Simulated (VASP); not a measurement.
# Al (Fm-3m) in VASP: further runs

Al is run at these levels: LDA; tasks: single point.

All numbers are computed with VASP 6.6.1; they aren't measurements. Logs are shortened: lines on timing, memory, paths and dates and some standing lists are left out, and cuts for length are marked.

### 1 The cell of the first run

The structure is cubic, space group Fm-3m (No. 225). The conventional cell has a = 3.846 Å, b = 3.846 Å, c = 3.846 Å, α = 90.00°, β = 90.00°, γ = 90.00°. Within 3.6 Å of Al (site symmetry m-3m) lie 12 Al at 2.72 Å.

### 2 Single point, LDA (strain -0.050 along x and y, -0.050 along z)

Input file INCAR:

```
SYSTEM = Al
PREC = Accurate ; ENCUT = 520
EDIFF = 1E-7 ; ISMEAR = 0
SIGMA = 0.15 ; LREAL = .False.
LASPH = .True. ; NELM = 100
ALGO = Normal ; ISIF = 2
LWAVE = .False. ; LCHARG = .False.
GGA = CA ; NBANDS = 8
```

Input file KPOINTS:

```
Automatic mesh
0
Gamma
  20 20 20
  0 0 0
```

Input file POSCAR:

```
Al
1.0
    0.0000000000      1.9227810000      1.9227810000
    1.9227810000      0.0000000000      1.9227810000
    1.9227810000      1.9227810000      0.0000000000
Al
1
Direct
    0.0000000000      0.0000000000      0.0000000000
```

Potentials or basis: VASP PAW LDA potentials, release 64 (Al).

On the command line:

```console
> cat potpaw_LDA.64/Al/POTCAR > POTCAR
> mpirun -np 1 vasp_std > vasp.out
```

OUTCAR:

```text
SYSTEM = Al
   PREC = Accurate
   ENCUT = 520
   EDIFF = 1E-7
   ISMEAR = 0
   LREAL = .False.
   LASPH = .True.
   NELM = 100
   ISIF = 2
   GGA = CA

 ion  position               nearest neighbor table
   1  0.000  0.000  0.000-

  LATTYP: Found a face centered cubic cell.
 ALAT       =     3.8455620000

  Lattice vectors:

 A1 = (   0.0000000000,   1.9227810000,   1.9227810000)
 A2 = (   1.9227810000,   0.0000000000,   1.9227810000)
 A3 = (   1.9227810000,   1.9227810000,   0.0000000000)

Analysis of symmetry for initial positions (statically):
=====================================================================
 Subroutine PRICEL returns:
 Original cell was already a primitive cell.

 Routine SETGRP: Setting up the symmetry group for a
 face centered cubic supercell.

 Subroutine GETGRP returns: Found 48 space group operations
 (whereof 48 operations were pure point group operations)
 out of a pool of 48 trial point group operations.

The static configuration has the point symmetry O_h .

Analysis of symmetry for dynamics (positions and initial velocities):
=====================================================================
 Subroutine PRICEL returns:
 Original cell was already a primitive cell.

 Routine SETGRP: Setting up the symmetry group for a
 face centered cubic supercell.

 Subroutine GETGRP returns: Found 48 space group operations
 (whereof 48 operations were pure point group operations)
 out of a pool of 48 trial point group operations.

The dynamic configuration has the point symmetry O_h .

 Subroutine INISYM returns: Found 48 space group operations
 (whereof 48 operations are pure point group operations),
 and found     1 'primitive' translations

----------------------------------------------------------------------------------------

                                     Primitive cell

  volume of cell :      14.2174

  direct lattice vectors                    reciprocal lattice vectors
     0.000000000  1.922781000  1.922781000    -0.260040015  0.260040015  0.260040015
     1.922781000  0.000000000  1.922781000     0.260040015 -0.260040015  0.260040015
     1.922781000  1.922781000  0.000000000     0.260040015  0.260040015 -0.260040015

  length of vectors
     2.719222968  2.719222968  2.719222968     0.450402518  0.450402518  0.450402518

  position of ions in fractional coordinates (direct lattice)
     0.000000000  0.000000000  0.000000000

  ion indices of the primitive-cell ions
   primitive index   ion index
                 1           1

----------------------------------------------------------------------------------------

 KPOINTS: Automatic mesh

Automatic generation of k-mesh.
 Grid dimensions read from file:
 generate k-points for:   20   20   20

 Generating k-lattice:

  Cartesian coordinates                     Fractional coordinates (reciprocal lattice)
    -0.013002001  0.013002001  0.013002001     0.050000000  0.000000000  0.000000000
     0.013002001 -0.013002001  0.013002001     0.000000000  0.050000000  0.000000000
     0.013002001  0.013002001 -0.013002001     0.000000000  0.000000000  0.050000000

  Length of vectors
     0.022520126  0.022520126  0.022520126

  Shift w.r.t. Gamma in fractional coordinates (k-lattice)
     0.000000000  0.000000000  0.000000000

 Subroutine IBZKPT returns following result:
 ===========================================

 Found    256 irreducible k-points:

 Following reciprocal coordinates:
            Coordinates               Weight
  0.000000  0.000000  0.000000      1.000000
  0.050000  0.000000  0.000000      8.000000
  0.100000  0.000000  0.000000      8.000000
  0.150000  0.000000  0.000000      8.000000
  0.200000  0.000000  0.000000      8.000000
  0.250000  0.000000  0.000000      8.000000
[... 16 lines left out ...]
 -0.400000  0.050000  0.000000     24.000000
 -0.350000  0.050000  0.000000     24.000000
 [... further k-points ...]
   k-points           NKPTS =    256   k-points in BZ     NKDIM =    256   number of bands    NBANDS=      8
   number of dos      NEDOS =    301   number of ions     NIONS =      1
   total plane-waves  NPLWV =   8000
   dimension x,y,z NGX =    20 NGY =   20 NGZ =   20
   dimension x,y,z NGXF=    40 NGYF=   40 NGZF=   40
   ions per type =               1
   NGX,Y,Z   is equivalent  to a cutoff of  12.23, 12.23, 12.23 a.u.
   NGXF,Y,Z  is equivalent  to a cutoff of  24.45, 24.45, 24.45 a.u.
 SYSTEM =  Al
   PREC   = accura    normal or accurate (medium, high low for compatibility)
   ISTART =      0    job   : 0-new  1-cont  2-samecut
   ICHARG =      2    charge: 1-file 2-atom 10-const
   ISPIN  =      1    spin polarized calculation?
   LNONCOLLINEAR =      F non collinear calculations
   LSORBIT =      F    spin-orbit coupling
   LASPH  =      T    aspherical Exc in radial PAW
   ENCUT  =  520.0 eV  38.22 Ry    6.18 a.u.   5.06  5.06  5.06*2*pi/ulx,y,z
   NELM   =    100;   NELMIN=  2; NELMDL= -5     # of ELM steps
   EDIFF  = 0.1E-06   stopping-criterion for ELM
   LREAL  =      F    real-space projection
   EDIFFG = 0.1E-05   stopping-criterion for IOM
   NSW    =      0    number of steps for IOM
   IBRION =     -1    ionic relax: 0-MD 1-quasi-New 2-CG
   NFREE  =      0    steps in history (QN), initial steepest desc. (CG)
   ISIF   =      2    stress and relaxation
   ISYM   =      2    0-nonsym 1-usesym 2-fastsym
   POTIM  = 0.5000    time-step for ionic-motion
   TEBEG  =    0.0;   TEEND  =   0.0 temperature during run
   PSTRESS=    0.0 pullay stress
   NELECT =       3.0000    total number of electrons
   NUPDOWN=      -1.0000    fix difference up-down
   EMIN   =  10.00;   EMAX   =-10.00  energy-range for DOS
   EFERMI =   0.00;   METHOD = LEGACY
   ISMEAR =     0;   SIGMA  =   0.15  broadening in eV -4-tet -1-fermi 0-gaus
   EFERMI_NEDOS =   21; number of points for ismear=-14 and -15
   IALGO  =     38    algorithm
   IMIX   =      4    mixing-type and parameters
     AMIX     =   0.40;   BMIX     =  1.00
     AMIX_MAG =   1.60;   BMIX_MAG =  1.00
  volume/ion in A,a.u.               =      14.22        95.94
  Fermi-wavevector in a.u.,A,eV,Ry     =   0.974635  1.841793 12.924362  0.949914
  Thomas-Fermi vector in A             =   2.105111
   LORBIT       =      0    0 simple, 1 ext, 2 COOP (PROOUT), +10 PAW based schemes
   GGA     = CA    functional components
   LHFCALC =     F    Hartree Fock is set to
   AEXX    =    0.0000 exact exchange contribution
   IVDW    =     0    specifies the selected vdW correction
   LEPSILON=     F    determine dielectric tensor
   LRPA    =     F    only Hartree local field effects (RPA)
 non-spin polarized calculation
 Gauss-broadening in eV      SIGMA  =   0.15
  energy-cutoff  :      520.00
  volume of cell :       14.22
 maximum number of plane-waves:       392
   NGX = 11   NGY = 11   NGZ = 11

 number of electron       3.0000000 magnetization

 Free energy of the ion-electron system (eV)
  ---------------------------------------------------
  ext. energy  EPLUGINS =         0.00000000
  ---------------------------------------------------
  free energy    TOTEN  =        -4.14223950 eV

  energy without entropy =       -4.13832070  energy(sigma->0) =       -4.14028010

 E-fermi :   9.4584     XC(G=0): -10.9063

 val. band max:        9.4552916112   @ k =  -0.3000   0.2500   0.0000
 cond. band min:       9.4693185591   @ k =  -0.4500   0.4000   0.0500
 fundamental gap:      0.0140269480
 Fermi energy:         9.4583595996

 k-point     1 :       0.0000    0.0000    0.0000
  band No.  band energies     occupation
      1      -2.7382      2.00000
      2      22.8346      0.00000
      3      22.8346      0.00000
      4      22.8346      0.00000
      5      25.3722      0.00000
      6      25.3722      0.00000
      7      25.3722      0.00000
      8      27.1610      0.00000

 k-point     2 :       0.0500    0.0000    0.0000
  band No.  band energies     occupation
      1      -2.6634      2.00000
      2      21.5931      0.00000
      3      22.6532      0.00000
      4      22.6532      0.00000
      5      25.6733      0.00000
      6      25.6733      0.00000
      7      25.7480      0.00000
      8      27.9772      0.00000

 k-point     3 :       0.1000    0.0000    0.0000
  band No.  band energies     occupation
      1      -2.4392      2.00000
      2      19.5035      0.00000
      3      22.2727      0.00000
      4      22.2727      0.00000
      5      25.7614      0.00000
      6      26.4039      0.00000
      7      26.4039      0.00000
      8      28.9343      0.00000

 k-point     4 :       0.1500    0.0000    0.0000
  band No.  band energies     occupation
      1      -2.0665      2.00000
      2      17.3317      0.00000
      3      21.8823      0.00000
      4      21.8823      0.00000
      5      25.5748      0.00000
      6      27.2136      0.00000
      7      27.2136      0.00000
      8      28.0044      0.00000

 k-point     5 :       0.2000    0.0000    0.0000
  band No.  band energies     occupation
      1      -1.5468      2.00000
      2      15.2025      0.00000
      3      21.5587      0.00000
      4      21.5587      0.00000
      5      25.3653      0.00000
      6      26.5635      0.00000
      7      26.5635      0.00000
      8      28.7138      0.00000
[... 177 lines left out ...]
 k-point    22 :      -0.4500    0.0500    0.0000
  band No.  band energies     occupation
      1       3.6511      2.00000
      2       5.6204      2.00000
      3      20.0201      0.00000
      4      21.1138      0.00000
      5      22.7502      0.00000
      6      22.9512      0.00000
      7      26.3073      0.00000
      8      27.3915      0.00000

 k-point    23 :      -0.4000    0.0500    0.0000
  band No.  band energies     occupation
      1       2.4095      2.00000
      2       7.1599      2.00000
      3      19.7609      0.00000
      4      21.6295      0.00000
      5      22.7170      0.00000
      6      23.3042      0.00000
      7      26.0121      0.00000
      8      27.9656      0.00000

 k-point    24 :      -0.3500    0.0500    0.0000
  band No.  band energies     occupation
      1       1.2836      2.00000
      2       8.8383      2.00000
      3      19.6196      0.00000
      4      22.1226      0.00000
      5      22.7458      0.00000
      6      23.9812      0.00000
      7      25.8184      0.00000
      8      28.6720      0.00000

 [... further k-points ...]
[... 5 lines left out ...]
  --------------------------------------------------------------------------------------
  -------------------------------------------------------------------------------------
  Total        1.0105345      1.0105345      1.0105345     -0.0000000     -0.0000000      0.0000000
  in kB      113.8786381    113.8786381    113.8786381     -0.0000000     -0.0000000      0.0000000
  external PRESSURE =     113.8786381 kB  Pullay stress =       0.0000000 kB

 VOLUME and BASIS-vectors are now :
 -----------------------------------------------------------------------------
  energy-cutoff  :      520.00
  volume of cell :       14.22
      direct lattice vectors                 reciprocal lattice vectors
     0.000000000  1.922781000  1.922781000    -0.260040015  0.260040015  0.260040015
     1.922781000  0.000000000  1.922781000     0.260040015 -0.260040015  0.260040015
     1.922781000  1.922781000  0.000000000     0.260040015  0.260040015 -0.260040015

 POSITION                                       TOTAL-FORCE (eV/Angst)
 -----------------------------------------------------------------------------------
      0.00000      0.00000      0.00000         0.000000     -0.000000      0.000000
 -----------------------------------------------------------------------------------
    total drift:                                0.000000      0.000000     -0.000000

  FREE ENERGIE OF THE ION-ELECTRON SYSTEM (eV)
  ---------------------------------------------------
  free  energy   TOTEN  =        -4.1422395011 eV

  energy  without entropy=       -4.1383206998  energy(sigma->0) =       -4.14028010
```

It took 16 s on 1 thread of Intel Xeon Platinum 8488C (Sapphire Rapids), shared host; peak memory 0.12 GiB.

Results:

```
Free energy : -4.1422 eV
Pressure    : 11.4 GPa
```

Levels at points of the mesh, in eV from the Fermi level:
| k point | band 1 | band 2 | band 3 | band 4 |
| --- | --- | --- | --- | --- |
| (0.00, 0.00, 0.00) | -12.20 | 13.38 | 13.38 | 13.38 |
| (0.50, 0.00, 0.00) | -5.19 | -4.64 | 12.10 | 12.10 |
| (0.50, 0.50, 0.00) | -3.29 | -1.70 | 5.28 | 6.24 |

Caveat: the cell differs from its parent crystal (strain -0.050 along x and y, -0.050 along z).

(Continued in part 2 of 2.)
